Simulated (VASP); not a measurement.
# TaBi (Fm-3m) in VASP: notebook

The runs below take TaBi through single point, relaxation of cell and atoms, with PBE.

Program: VASP 6.6.1. These are calculated values, not measurements. Logs are shortened: lines on timing, memory, paths and dates and some standing lists are left out, and cuts for length are marked.

## Step 1: The cell of the first run

Symmetry: Fm-3m, No. 225, cubic system. The conventional cell has a = 5.472 Å, b = 5.472 Å, c = 5.472 Å, α = 90.00°, β = 90.00°, γ = 90.00°. Ta (site symmetry m-3m) has 6 Bi at 2.74 Å within 3.6 Å. Within 3.6 Å of Bi (site symmetry m-3m) lie 6 Ta at 2.74 Å.

## Step 2: Single point, PBE

File INCAR:

```
ALGO = Normal
EDIFF = 1E-6
ENCUT = 520
GGA = PE
ISIF = 2
ISMEAR = 0
LASPH = T
LCHARG = F
LREAL = F
LWAVE = F
NBANDS = 20
NELM = 100
PREC = Accurate
SIGMA = 0.1
```

File KPOINTS:

```
k-points
0
Gamma
  6 6 6
```

File POSCAR:

```
TaBi
1.0
    0.0000000000      2.7359560166      2.7359560166
    2.7359560166      0.0000000000      2.7359560166
    2.7359560166      2.7359560166      0.0000000000
Ta Bi
1 1
Direct
    0.5000000000      0.5000000000      0.5000000000
    0.0000000000      0.0000000000      0.0000000000
```

Potentials or basis: VASP PAW PBE potentials, release 64 (Ta_pv, Bi_d).

Launch:

```
> cat potpaw_PBE.64/Ta_pv/POTCAR potpaw_PBE.64/Bi_d/POTCAR > POTCAR
> mpirun -np 1 vasp_std > vasp.out
```

OUTCAR:

```text
EDIFF = 1E-6
   ENCUT = 520
   GGA = PE
   ISIF = 2
   ISMEAR = 0
   LASPH = T
   LREAL = F
   NELM = 100
   PREC = Accurate

 ion  position               nearest neighbor table
   1  0.500  0.500  0.500-   2 2.74   2 2.74   2 2.74   2 2.74   2 2.74   2 2.74
   2  0.000  0.000  0.000-   1 2.74   1 2.74   1 2.74   1 2.74   1 2.74   1 2.74

  LATTYP: Found a face centered cubic cell.
 ALAT       =     5.4719120332

  Lattice vectors:

 A1 = (   0.0000000000,   2.7359560166,   2.7359560166)
 A2 = (   2.7359560166,   0.0000000000,   2.7359560166)
 A3 = (   2.7359560166,   2.7359560166,   0.0000000000)

Analysis of symmetry for initial positions (statically):
=====================================================================
 Subroutine PRICEL returns:
 Original cell was already a primitive cell.

 Routine SETGRP: Setting up the symmetry group for a
 face centered cubic supercell.

 Subroutine GETGRP returns: Found 48 space group operations
 (whereof 48 operations were pure point group operations)
 out of a pool of 48 trial point group operations.

The static configuration has the point symmetry O_h .

Analysis of symmetry for dynamics (positions and initial velocities):
=====================================================================
 Subroutine PRICEL returns:
 Original cell was already a primitive cell.

 Routine SETGRP: Setting up the symmetry group for a
 face centered cubic supercell.

 Subroutine GETGRP returns: Found 48 space group operations
 (whereof 48 operations were pure point group operations)
 out of a pool of 48 trial point group operations.

The dynamic configuration has the point symmetry O_h .

 Subroutine INISYM returns: Found 48 space group operations
 (whereof 48 operations are pure point group operations),
 and found     1 'primitive' translations

----------------------------------------------------------------------------------------

                                     Primitive cell

  volume of cell :      40.9598

  direct lattice vectors                    reciprocal lattice vectors
     0.000000000  2.735956017  2.735956017    -0.182751476  0.182751476  0.182751476
     2.735956017  0.000000000  2.735956017     0.182751476 -0.182751476  0.182751476
     2.735956017  2.735956017  0.000000000     0.182751476  0.182751476 -0.182751476

  length of vectors
     3.869226105  3.869226105  3.869226105     0.316534841  0.316534841  0.316534841

  position of ions in fractional coordinates (direct lattice)
     0.500000000  0.500000000  0.500000000
     0.000000000  0.000000000  0.000000000

  ion indices of the primitive-cell ions
   primitive index   ion index
                 1           1
                 2           2

----------------------------------------------------------------------------------------

 KPOINTS: k-points

Automatic generation of k-mesh.
 Grid dimensions read from file:
 generate k-points for:    6    6    6

 Generating k-lattice:

  Cartesian coordinates                     Fractional coordinates (reciprocal lattice)
    -0.030458579  0.030458579  0.030458579     0.166666667  0.000000000  0.000000000
     0.030458579 -0.030458579  0.030458579     0.000000000  0.166666667  0.000000000
     0.030458579  0.030458579 -0.030458579     0.000000000  0.000000000  0.166666667

  Length of vectors
     0.052755807  0.052755807  0.052755807

  Shift w.r.t. Gamma in fractional coordinates (k-lattice)
     0.000000000  0.000000000  0.000000000

 Subroutine IBZKPT returns following result:
 ===========================================

 Found     16 irreducible k-points:

 Following reciprocal coordinates:
            Coordinates               Weight
  0.000000  0.000000  0.000000      1.000000
  0.166667  0.000000  0.000000      8.000000
  0.333333  0.000000  0.000000      8.000000
  0.500000  0.000000  0.000000      4.000000
  0.166667  0.166667  0.000000      6.000000
  0.333333  0.166667  0.000000     24.000000
[... 8 lines left out ...]
 -0.333333  0.333333  0.166667     24.000000
 -0.333333  0.500000  0.166667     12.000000
   k-points           NKPTS =     16   k-points in BZ     NKDIM =     16   number of bands    NBANDS=     20
   number of dos      NEDOS =    301   number of ions     NIONS =      2
   total plane-waves  NPLWV =  27000
   dimension x,y,z NGX =    30 NGY =   30 NGZ =   30
   dimension x,y,z NGXF=    60 NGYF=   60 NGZF=   60
   ions per type =               1   1
   NGX,Y,Z   is equivalent  to a cutoff of  12.89, 12.89, 12.89 a.u.
   NGXF,Y,Z  is equivalent  to a cutoff of  25.78, 25.78, 25.78 a.u.
 SYSTEM =  unknown system
   PREC   = accura    normal or accurate (medium, high low for compatibility)
   ISTART =      0    job   : 0-new  1-cont  2-samecut
   ICHARG =      2    charge: 1-file 2-atom 10-const
   ISPIN  =      1    spin polarized calculation?
   LNONCOLLINEAR =      F non collinear calculations
   LSORBIT =      F    spin-orbit coupling
   LASPH  =      T    aspherical Exc in radial PAW
   ENCUT  =  520.0 eV  38.22 Ry    6.18 a.u.   7.19  7.19  7.19*2*pi/ulx,y,z
   NELM   =    100;   NELMIN=  2; NELMDL= -5     # of ELM steps
   EDIFF  = 0.1E-05   stopping-criterion for ELM
   LREAL  =      F    real-space projection
   EDIFFG = 0.1E-04   stopping-criterion for IOM
   NSW    =      0    number of steps for IOM
   IBRION =     -1    ionic relax: 0-MD 1-quasi-New 2-CG
   NFREE  =      0    steps in history (QN), initial steepest desc. (CG)
   ISIF   =      2    stress and relaxation
   ISYM   =      2    0-nonsym 1-usesym 2-fastsym
   POTIM  = 0.5000    time-step for ionic-motion
   TEBEG  =    0.0;   TEEND  =   0.0 temperature during run
   PSTRESS=    0.0 pullay stress
   NELECT =      26.0000    total number of electrons
   NUPDOWN=      -1.0000    fix difference up-down
   EMIN   =  10.00;   EMAX   =-10.00  energy-range for DOS
   EFERMI =   0.00;   METHOD = LEGACY
   ISMEAR =     0;   SIGMA  =   0.10  broadening in eV -4-tet -1-fermi 0-gaus
   EFERMI_NEDOS =   21; number of points for ismear=-14 and -15
   IALGO  =     38    algorithm
   IMIX   =      4    mixing-type and parameters
     AMIX     =   0.40;   BMIX     =  1.00
     AMIX_MAG =   1.60;   BMIX_MAG =  1.00
  volume/ion in A,a.u.               =      20.48       138.21
  Fermi-wavevector in a.u.,A,eV,Ry     =   1.406955  2.658759 26.933032  1.979522
  Thomas-Fermi vector in A             =   2.529263
   LORBIT       =      0    0 simple, 1 ext, 2 COOP (PROOUT), +10 PAW based schemes
   GGA     = PE    functional components
   LHFCALC =     F    Hartree Fock is set to
   AEXX    =    0.0000 exact exchange contribution
   IVDW    =     0    specifies the selected vdW correction
   LEPSILON=     F    determine dielectric tensor
   LRPA    =     F    only Hartree local field effects (RPA)
 non-spin polarized calculation
 Gauss-broadening in eV      SIGMA  =   0.10
  energy-cutoff  :      520.00
  volume of cell :       40.96
 maximum number of plane-waves:      1113
 NGX is ok and might be reduce to    30
   NGX = 15   NGY = 15   NGZ = 15

 number of electron      25.9999996 magnetization

 Free energy of the ion-electron system (eV)
  ---------------------------------------------------
  ext. energy  EPLUGINS =         0.00000000
  ---------------------------------------------------
  free energy    TOTEN  =       -12.83247287 eV

  energy without entropy =      -12.81798927  energy(sigma->0) =      -12.82523107

 E-fermi :   9.8767     XC(G=0): -12.1027

 val. band max:        9.8410380729   @ k =  -0.3333   0.1667   0.0000
 cond. band min:       9.8952401374   @ k =   0.1667   0.1667   0.0000
 fundamental gap:      0.0542020645
 Fermi energy:         9.8767459579

 k-point     1 :       0.0000    0.0000    0.0000
  band No.  band energies     occupation
      1     -25.3427      2.00000
      2     -25.3427      2.00000
      3     -25.3427      2.00000
      4     -13.6246      2.00000
      5     -13.6246      2.00000
      6     -13.4692      2.00000
[... 12 lines left out ...]
     19      15.4984      0.00000
     20      21.2126      0.00000

 k-point     2 :       0.1667    0.0000    0.0000
  band No.  band energies     occupation
      1     -25.3677      2.00000
      2     -25.3511      2.00000
      3     -25.3511      2.00000
      4     -13.5935      2.00000
      5     -13.5935      2.00000
      6     -13.4611      2.00000
[... 12 lines left out ...]
     19      16.8320      0.00000
     20      19.4725      0.00000

 k-point     3 :       0.3333    0.0000    0.0000
  band No.  band energies     occupation
      1     -25.4171      2.00000
      2     -25.3677      2.00000
      3     -25.3677      2.00000
      4     -13.5320      2.00000
      5     -13.5320      2.00000
      6     -13.4444      2.00000
[... 12 lines left out ...]
     19      18.1705      0.00000
     20      18.1705      0.00000

 k-point     4 :       0.5000    0.0000    0.0000
  band No.  band energies     occupation
      1     -25.4416      2.00000
      2     -25.3759      2.00000
      3     -25.3759      2.00000
      4     -13.5023      2.00000
      5     -13.5023      2.00000
      6     -13.4358      2.00000
[... 12 lines left out ...]
     19      18.0632      0.00000
     20      18.0632      0.00000

 k-point     5 :       0.1667    0.1667    0.0000
  band No.  band energies     occupation
      1     -25.3766      2.00000
      2     -25.3509      2.00000
      3     -25.3509      2.00000
      4     -13.6143      2.00000
      5     -13.5702      2.00000
      6     -13.4789      2.00000
[... 12 lines left out ...]
     19      17.7855      0.00000
     20      18.7375      0.00000
[... 169 lines left out ...]
      6     -13.5080      2.00000
[... 12 lines left out ...]
     19      20.5311      0.00000
     20      21.1973      0.00000

 k-point    14 :       0.5000    0.3333    0.1667
  band No.  band energies     occupation
      1     -25.4170      2.00000
      2     -25.3773      2.00000
      3     -25.3772      2.00000
      4     -13.5797      2.00000
      5     -13.5257      2.00000
      6     -13.4637      2.00000
[... 12 lines left out ...]
     19      18.7462      0.00000
     20      18.7647      0.00000

 k-point    15 :      -0.3333    0.3333    0.1667
  band No.  band energies     occupation
      1     -25.4146      2.00000
      2     -25.3916      2.00000
      3     -25.3826      2.00000
      4     -13.5842      2.00000
      5     -13.5150      2.00000
      6     -13.4340      2.00000
[... 12 lines left out ...]
     19      19.2338      0.00000
     20      20.2658      0.00000

 k-point    16 :      -0.3333    0.5000    0.1667
  band No.  band energies     occupation
      1     -25.4079      2.00000
      2     -25.3886      2.00000
      3     -25.3856      2.00000
      4     -13.6125      2.00000
      5     -13.5374      2.00000
      6     -13.4704      2.00000
[... 12 lines left out ...]
     19      19.8341      0.00000
     20      20.5357      0.00000

------------------------ aborting loop because EDIFF is reached ----------------------------------------

  FORCE on cell =-STRESS in cart. coord.  units (eV):
  Direction    XX          YY          ZZ          XY          YZ          ZX
  --------------------------------------------------------------------------------------
  -------------------------------------------------------------------------------------
  Total        7.2677001      7.2677001      7.2677001      0.0000000      0.0000000      0.0000000
  in kB      284.2825810    284.2825810    284.2825810      0.0000000      0.0000000      0.0000000
  external PRESSURE =     284.2825810 kB  Pullay stress =       0.0000000 kB

 VOLUME and BASIS-vectors are now :
 -----------------------------------------------------------------------------
  energy-cutoff  :      520.00
  volume of cell :       40.96
      direct lattice vectors                 reciprocal lattice vectors
     0.000000000  2.735956017  2.735956017    -0.182751476  0.182751476  0.182751476
     2.735956017  0.000000000  2.735956017     0.182751476 -0.182751476  0.182751476
     2.735956017  2.735956017  0.000000000     0.182751476  0.182751476 -0.182751476

 POSITION                                       TOTAL-FORCE (eV/Angst)
 -----------------------------------------------------------------------------------
      2.73596      2.73596      2.73596        -0.000000     -0.000000     -0.000000
      0.00000      0.00000      0.00000         0.000000      0.000000      0.000000
 -----------------------------------------------------------------------------------
    total drift:                               -0.000000      0.000000      0.000000

  FREE ENERGIE OF THE ION-ELECTRON SYSTEM (eV)
  ---------------------------------------------------
  free  energy   TOTEN  =       -12.8324728676 eV

  energy  without entropy=      -12.8179892705  energy(sigma->0) =      -12.82523107
```

Wall time 7.2 s (1 thread of Intel Xeon 6975P-C (Granite Rapids), shared host); peak memory 0.17 GiB.

What came out:

```
Free energy            : -12.8325 eV
Pressure               : 28.4 GPa
Band gap on the k mesh : zero (band 13 reaches 10.29 eV, above the bottom of band 14 at 9.17 eV)
```

Caveat: spin-orbit coupling is left out, which moves the levels of the heavy elements.

## Step 3: Single point, PBE

This run uses another cell than the first one, of 24.77 Å³/atom, 1.209 times its volume.

File INCAR:

```
SYSTEM = TaBi
PREC     = Accurate       ! precision mode
ENCUT    = 520            ! plane-wave cutoff, eV
EDIFF    = 1E-6           ! SCF threshold, eV
ISMEAR   = 0              ! smearing method
SIGMA    = 0.1            ! smearing width, eV
LREAL    = .False.        ! projectors in reciprocal space
LASPH    = .True.         ! aspherical terms in the spheres
NELM     = 100            ! most SCF steps
ALGO     = Normal         ! electronic algorithm
ISIF     = 2              ! what is computed and relaxed
LWAVE    = .False.        ! write WAVECAR
LCHARG   = .False.        ! write CHGCAR
GGA      = PE             ! functional
NBANDS   = 20             ! bands
```

File KPOINTS:

```
regular mesh
0
Gamma
  6 6 6
  0 0 0
```

File POSCAR:

```
TaBi
1.0
    0.0000000000      2.9148886580      2.9148886580
    2.9148886580      0.0000000000      2.9148886580
    2.9148886580      2.9148886580      0.0000000000
Ta Bi
1 1
Direct
    0.5000000000      0.5000000000      0.5000000000
    0.0000000000      0.0000000000      0.0000000000
```

Potentials or basis: VASP PAW PBE potentials, release 64 (Ta_pv, Bi_d).

Launch:

```
> cat potpaw_PBE.64/Ta_pv/POTCAR potpaw_PBE.64/Bi_d/POTCAR > POTCAR
> mpirun -np 1 vasp_std > vasp.out
```

Wall time 6.3 s (1 thread of Intel Xeon 6975P-C (Granite Rapids), shared host); peak memory 0.18 GiB.

The run converged. Its results:

| Item | Value |
| --- | --- |
| Free energy | -13.4687 eV |
| Pressure | -0.1 GPa |
| Band gap on the k mesh | zero (band 13 reaches 7.98 eV, above the bottom of band 14 at 7.05 eV) |

Levels at points of the mesh, in eV from the Fermi level:
```csv
k point,band 9,band 10,band 11,band 12,band 13,band 14,band 15,band 16,band 17,band 18
"(0.00, 0.00, 0.00)",-13.15,-0.92,-0.92,-0.92,-0.28,-0.28,0.70,0.70,0.70,2.45
"(0.50, 0.00, 0.00)",-11.30,-6.52,-3.38,-3.38,0.37,0.37,0.49,2.83,5.67,5.67
"(0.50, 0.50, 0.00)",-11.55,-4.60,-2.23,-1.69,-1.69,0.23,0.39,0.99,0.99,2.68
```

Caveat: spin-orbit coupling is left out, which moves the levels of the heavy elements.

(Continued in part 2 of 2.)
